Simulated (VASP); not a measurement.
# SiC (P6_3mc) in VASP: a series of runs

SiC is run at these levels: PBEsol; tasks: single point.

Program: VASP 6.6.1. These are calculated values, not measurements. Logs are shortened: lines on timing, memory, paths and dates and some standing lists are left out, and cuts for length are marked.

## (1) The cell of the first run

The structure is hexagonal, space group P6_3mc (No. 186). Conventional cell: a = 3.150 Å, b = 3.150 Å, c = 9.270 Å, α = 90.00°, β = 90.00°, γ = 120.00°. Si (site symmetry 3m) has 4 C at 1.74 to 1.91 Å within 2.3 Å. Si (site symmetry 3m) has 4 C at 1.74 to 1.91 Å within 2.3 Å. Within 2.3 Å of C (site symmetry 3m) lie 4 Si at 1.74 to 1.91 Å. Within 2.3 Å of C (site symmetry 3m) lie 4 Si at 1.74 to 1.91 Å.

## (2) Single point, PBEsol

Input file INCAR:

```
PREC = Accurate
ENCUT = 520
EDIFF = 1E-7
ISMEAR = 0
SIGMA = 0.05
LREAL = F
LASPH = T
NELM = 60
ALGO = Normal
ISIF = 2
LWAVE = F
LCHARG = F
GGA = PS
NBANDS = 26
```

Input file KPOINTS:

```
Automatic mesh
0
Gamma
  12 12 4
```

Input file POSCAR:

```
SiC
1.0
    3.1499000000      0.0000000000      0.0000000000
   -1.5749500000      2.7278934194      0.0000000000
    0.0000000000      0.0000000000      9.2697000000
Si C
4 4
Direct
    0.6666666667      0.3333333333      0.9378278494
    0.3333333333      0.6666666667      0.4378278494
    0.0000000000      0.0000000000      0.6878973398
    0.0000000000      0.0000000000      0.1878973398
    0.6666666667      0.3333333333      0.7498191768
    0.3333333333      0.6666666667      0.2498191768
    0.0000000000      0.0000000000      0.5004546340
    0.0000000000      0.0000000000      0.0004546340
```

Potentials or basis: VASP PAW PBE potentials, release 64 (Si, C).

Command:

```
cat potpaw_PBE.64/Si/POTCAR potpaw_PBE.64/C/POTCAR > POTCAR
mpirun -np 1 vasp_std > vasp.out
```

OUTCAR:

```text
PREC = Accurate
   ENCUT = 520
   EDIFF = 1E-7
   ISMEAR = 0
   LREAL = F
   LASPH = T
   NELM = 60
   ISIF = 2
   GGA = PS

 ion  position               nearest neighbor table
   1  0.667  0.333  0.938-   5 1.74   8 1.91   8 1.91   8 1.91   3 2.95   3 2.95   3 2.95   4 2.95
                             4 2.95   4 2.95
   2  0.333  0.667  0.438-   6 1.74   7 1.91   7 1.91   7 1.91   4 2.95   4 2.95   4 2.95   3 2.95
                             3 2.95   3 2.95
   3  0.000  0.000  0.688-   7 1.74   5 1.91   5 1.91   5 1.91   1 2.95   1 2.95   1 2.95   2 2.95
                             2 2.95   2 2.95
   4  0.000  0.000  0.188-   8 1.74   6 1.91   6 1.91   6 1.91   2 2.95   2 2.95   2 2.95   1 2.95
                             1 2.95   1 2.95
   5  0.667  0.333  0.750-   1 1.74   3 1.91   3 1.91   3 1.91
   6  0.333  0.667  0.250-   2 1.74   4 1.91   4 1.91   4 1.91
   7  0.000  0.000  0.500-   3 1.74   2 1.91   2 1.91   2 1.91
   8  0.000  0.000  0.000-   4 1.74   1 1.91   1 1.91   1 1.91

  LATTYP: Found a hexagonal cell.
 ALAT       =     3.1499000000
 C/A-ratio  =     2.9428553287

  Lattice vectors:

 A1 = (   3.1499000000,   0.0000000000,   0.0000000000)
 A2 = (  -1.5749500000,   2.7278934194,   0.0000000000)
 A3 = (   0.0000000000,   0.0000000000,   9.2697000000)

Analysis of symmetry for initial positions (statically):
=====================================================================
 Subroutine PRICEL returns:
 Original cell was already a primitive cell.

 Routine SETGRP: Setting up the symmetry group for a
 hexagonal supercell.

 Subroutine GETGRP returns: Found 12 space group operations
 (whereof  6 operations were pure point group operations)
 out of a pool of 24 trial point group operations.

The static configuration has the point symmetry C_3v.
 The point group associated with its full space group is C_6v.

Analysis of symmetry for dynamics (positions and initial velocities):
=====================================================================
 Subroutine PRICEL returns:
 Original cell was already a primitive cell.

 Routine SETGRP: Setting up the symmetry group for a
 hexagonal supercell.

 Subroutine GETGRP returns: Found 12 space group operations
 (whereof  6 operations were pure point group operations)
 out of a pool of 24 trial point group operations.

The dynamic configuration has the point symmetry C_3v.
 The point group associated with its full space group is C_6v.

 Subroutine INISYM returns: Found 12 space group operations
 (whereof  6 operations are pure point group operations),
 and found     1 'primitive' translations

----------------------------------------------------------------------------------------

                                     Primitive cell

  volume of cell :      79.6507

  direct lattice vectors                    reciprocal lattice vectors
     3.149900000  0.000000000  0.000000000     0.317470396  0.183291619  0.000000000
    -1.574950000  2.727893419  0.000000000     0.000000000  0.366583237  0.000000000
     0.000000000  0.000000000  9.269700000     0.000000000  0.000000000  0.107878356

  length of vectors
     3.149900000  3.149900000  9.269700000     0.366583237  0.366583237  0.107878356

  position of ions in fractional coordinates (direct lattice)
     0.666666667  0.333333333  0.937827849
     0.333333333  0.666666667  0.437827849
     0.000000000  0.000000000  0.687897340
     0.000000000  0.000000000  0.187897340
     0.666666667  0.333333333  0.749819177
     0.333333333  0.666666667  0.249819177
     0.000000000  0.000000000  0.500454634
     0.000000000  0.000000000  0.000454634

  ion indices of the primitive-cell ions
   primitive index   ion index
                 1           1
                 2           2
                 3           3
                 4           4
                 5           5
                 6           6
                 7           7
                 8           8

----------------------------------------------------------------------------------------

 KPOINTS: Automatic mesh

Automatic generation of k-mesh.
 Grid dimensions read from file:
 generate k-points for:   12   12    4

 Generating k-lattice:

  Cartesian coordinates                     Fractional coordinates (reciprocal lattice)
     0.026455866  0.015274302  0.000000000     0.083333333 -0.000000000  0.000000000
     0.000000000  0.030548603  0.000000000     0.000000000  0.083333333  0.000000000
     0.000000000  0.000000000  0.026969589     0.000000000  0.000000000  0.250000000

  Length of vectors
     0.030548603  0.030548603  0.026969589

  Shift w.r.t. Gamma in fractional coordinates (k-lattice)
     0.000000000  0.000000000  0.000000000

 Subroutine IBZKPT returns following result:
 ===========================================

 Found     57 irreducible k-points:

 Following reciprocal coordinates:
            Coordinates               Weight
  0.000000  0.000000  0.000000      1.000000
  0.083333 -0.000000  0.000000      6.000000
  0.166667 -0.000000  0.000000      6.000000
  0.250000  0.000000  0.000000      6.000000
  0.333333  0.000000  0.000000      6.000000
  0.416667  0.000000  0.000000      6.000000
[... 16 lines left out ...]
  0.250000  0.000000  0.250000     12.000000
  0.333333  0.000000  0.250000     12.000000
 [... further k-points ...]
   k-points           NKPTS =     57   k-points in BZ     NKDIM =     57   number of bands    NBANDS=     26
   number of dos      NEDOS =    301   number of ions     NIONS =      8
   total plane-waves  NPLWV =  40320
   dimension x,y,z NGX =    24 NGY =   24 NGZ =   70
   dimension x,y,z NGXF=    48 NGYF=   48 NGZF=  140
   ions per type =               4   4
   NGX,Y,Z   is equivalent  to a cutoff of  12.67, 12.67, 12.55 a.u.
   NGXF,Y,Z  is equivalent  to a cutoff of  25.33, 25.33, 25.11 a.u.
 SYSTEM =  unknown system
   PREC   = accura    normal or accurate (medium, high low for compatibility)
   ISTART =      0    job   : 0-new  1-cont  2-samecut
   ICHARG =      2    charge: 1-file 2-atom 10-const
   ISPIN  =      1    spin polarized calculation?
   LNONCOLLINEAR =      F non collinear calculations
   LSORBIT =      F    spin-orbit coupling
   LASPH  =      T    aspherical Exc in radial PAW
   ENCUT  =  520.0 eV  38.22 Ry    6.18 a.u.   5.86  5.86 17.24*2*pi/ulx,y,z
   NELM   =     60;   NELMIN=  2; NELMDL= -5     # of ELM steps
   EDIFF  = 0.1E-06   stopping-criterion for ELM
   LREAL  =      F    real-space projection
   EDIFFG = 0.1E-05   stopping-criterion for IOM
   NSW    =      0    number of steps for IOM
   IBRION =     -1    ionic relax: 0-MD 1-quasi-New 2-CG
   NFREE  =      0    steps in history (QN), initial steepest desc. (CG)
   ISIF   =      2    stress and relaxation
   ISYM   =      2    0-nonsym 1-usesym 2-fastsym
   POTIM  = 0.5000    time-step for ionic-motion
   TEBEG  =    0.0;   TEEND  =   0.0 temperature during run
   PSTRESS=    0.0 pullay stress
   NELECT =      32.0000    total number of electrons
   NUPDOWN=      -1.0000    fix difference up-down
   EMIN   =  10.00;   EMAX   =-10.00  energy-range for DOS
   EFERMI =   0.00;   METHOD = LEGACY
   ISMEAR =     0;   SIGMA  =   0.05  broadening in eV -4-tet -1-fermi 0-gaus
   EFERMI_NEDOS =   21; number of points for ismear=-14 and -15
   IALGO  =     38    algorithm
   IMIX   =      4    mixing-type and parameters
     AMIX     =   0.40;   BMIX     =  1.00
     AMIX_MAG =   1.60;   BMIX_MAG =  1.00
  volume/ion in A,a.u.               =       9.96        67.19
  Fermi-wavevector in a.u.,A,eV,Ry     =   1.207985  2.282761 19.853999  1.459228
  Thomas-Fermi vector in A             =   2.343606
   LORBIT       =      0    0 simple, 1 ext, 2 COOP (PROOUT), +10 PAW based schemes
   GGA     = PS    functional components
   LHFCALC =     F    Hartree Fock is set to
   AEXX    =    0.0000 exact exchange contribution
   IVDW    =     0    specifies the selected vdW correction
   LEPSILON=     F    determine dielectric tensor
   LRPA    =     F    only Hartree local field effects (RPA)
 non-spin polarized calculation
 Gauss-broadening in eV      SIGMA  =   0.05
  energy-cutoff  :      520.00
  volume of cell :       79.65
 maximum number of plane-waves:      2162
 NGX is ok and might be reduce to    24
   NGX = 11   NGY = 11   NGZ = 35

 number of electron      32.0000002 magnetization

 Free energy of the ion-electron system (eV)
  ---------------------------------------------------
  ext. energy  EPLUGINS =         0.00000000
  ---------------------------------------------------
  free energy    TOTEN  =       -62.36865366 eV

  energy without entropy =      -62.36865366  energy(sigma->0) =      -62.36865366

 E-fermi :   9.0000     XC(G=0): -11.6579

 val. band max:        8.7905995485   @ k =   0.0000   0.0000   0.0000
 cond. band min:      10.2403424514   @ k =   0.5000   0.0000   0.0000
 fundamental gap:      1.4497429029
 Fermi energy:         8.9999654998

 k-point     1 :       0.0000    0.0000    0.0000
  band No.  band energies     occupation
      1      -7.2779      2.00000
      2      -5.8712      2.00000
      3      -5.7756      2.00000
      4      -2.6546      2.00000
      5      -0.0425      2.00000
      6       4.8885      2.00000
[... 18 lines left out ...]
     25      16.2206      0.00000
     26      16.2207      0.00000

 k-point     2 :       0.0833   -0.0000    0.0000
  band No.  band energies     occupation
      1      -7.1633      2.00000
      2      -5.7616      2.00000
      3      -5.6651      2.00000
      4      -2.5709      2.00000
      5       0.0632      2.00000
      6       4.8179      2.00000
[... 18 lines left out ...]
     25      15.9860      0.00000
     26      16.4397      0.00000

 k-point     3 :       0.1667   -0.0000    0.0000
  band No.  band energies     occupation
      1      -6.8222      2.00000
      2      -5.4371      2.00000
      3      -5.3378      2.00000
      4      -2.3347      2.00000
      5       0.3715      2.00000
      6       4.1925      2.00000
[... 572 lines left out ...]
 k-point    23 :       0.2500    0.0000    0.2500
  band No.  band energies     occupation
      1      -6.1751      2.00000
      2      -5.4677      2.00000
      3      -4.1112      2.00000
      4      -2.4324      2.00000
      5       1.2583      2.00000
      6       2.6019      2.00000
[... 18 lines left out ...]
     25      16.8483      0.00000
     26      17.1344      0.00000

 k-point    24 :       0.3333    0.0000    0.2500
  band No.  band energies     occupation
      1      -5.4286      2.00000
      2      -4.7517      2.00000
      3      -3.4842      2.00000
      4      -2.0746      2.00000
      5       1.0044      2.00000
      6       1.4830      2.00000
[... 18 lines left out ...]
     25      17.6023      0.00000
     26      17.7691      0.00000

 [... further k-points ...]
[... 5 lines left out ...]
  --------------------------------------------------------------------------------------
  -------------------------------------------------------------------------------------
  Total       -5.2878095     -5.2878095     29.8806674      0.0000000      0.0000000      0.0000000
  in kB     -106.3644609   -106.3644609    601.0505952      0.0000000      0.0000000      0.0000000
  external PRESSURE =     129.4405578 kB  Pullay stress =       0.0000000 kB

 VOLUME and BASIS-vectors are now :
 -----------------------------------------------------------------------------
  energy-cutoff  :      520.00
  volume of cell :       79.65
      direct lattice vectors                 reciprocal lattice vectors
     3.149900000  0.000000000  0.000000000     0.317470396  0.183291619  0.000000000
    -1.574950000  2.727893419  0.000000000     0.000000000  0.366583237  0.000000000
     0.000000000  0.000000000  9.269700000     0.000000000  0.000000000  0.107878356

 POSITION                                       TOTAL-FORCE (eV/Angst)
 -----------------------------------------------------------------------------------
      1.57495      0.90930      8.69338         0.000000      0.000000      1.912493
     -0.00000      1.81860      4.05853        -0.000000      0.000000      1.912493
      0.00000      0.00000      6.37660        -0.000000     -0.000000      2.165736
      0.00000      0.00000      1.74175         0.000000      0.000000      2.165736
      1.57495      0.90930      6.95060        -0.000000     -0.000000     -2.099833
     -0.00000      1.81860      2.31575         0.000000     -0.000000     -2.099833
      0.00000      0.00000      4.63906        -0.000000     -0.000000     -1.978396
      0.00000      0.00000      0.00421        -0.000000      0.000000     -1.978396
 -----------------------------------------------------------------------------------
    total drift:                               -0.000000     -0.000000      0.000171

  FREE ENERGIE OF THE ION-ELECTRON SYSTEM (eV)
  ---------------------------------------------------
  free  energy   TOTEN  =       -62.3686536622 eV

  energy  without entropy=      -62.3686536622  energy(sigma->0) =      -62.36865366
```

Wall time 39 s (1 thread of Intel Xeon 6975P-C (Granite Rapids), shared host); peak memory 0.23 GiB.

What came out:

| Property | Result |
| --- | --- |
| Free energy | -62.3687 eV |
| Pressure | 12.9 GPa |
| Largest force | 2.166 eV/Å |
| Band gap on the k mesh | 1.45 eV, indirect (least direct gap 2.59 eV) |

Forces in eV/Å, atoms in the order of the input:
```
Si   0.000  0.000  1.912
Si   0.000  0.000  1.912
Si   0.000  0.000  2.166
Si   0.000  0.000  2.166
C    0.000  0.000 -2.100
C    0.000  0.000 -2.100
C    0.000  0.000 -1.978
C    0.000  0.000 -1.978
```

Levels at points of the mesh, in eV from the valence-band top:
| k point | band 12 | band 13 | band 14 | band 15 | band 16 | band 17 | band 18 | band 19 | band 20 | band 21 |
| --- | --- | --- | --- | --- | --- | --- | --- | --- | --- | --- |
| (0.00, 0.00, 0.00) | -1.23 | -1.23 | -0.38 | -0.38 | 0.00 | 3.53 | 4.36 | 5.31 | 5.81 | 5.98 |
| (0.50, 0.00, 0.00) | -3.04 | -2.94 | -1.97 | -1.47 | -1.14 | 1.45 | 2.03 | 3.66 | 5.26 | 5.59 |
| (0.00, 0.00, 0.50) | -1.18 | -0.69 | -0.69 | -0.69 | -0.69 | 3.83 | 3.83 | 5.78 | 5.78 | 6.17 |
| (0.50, 0.00, 0.50) | -3.68 | -2.60 | -2.60 | -1.81 | -1.81 | 1.89 | 1.89 | 4.26 | 4.26 | 6.41 |

Caveat: the PAW data sets were made with another functional, which shifts forces and pressure a little.

[end of part 1 of 2]
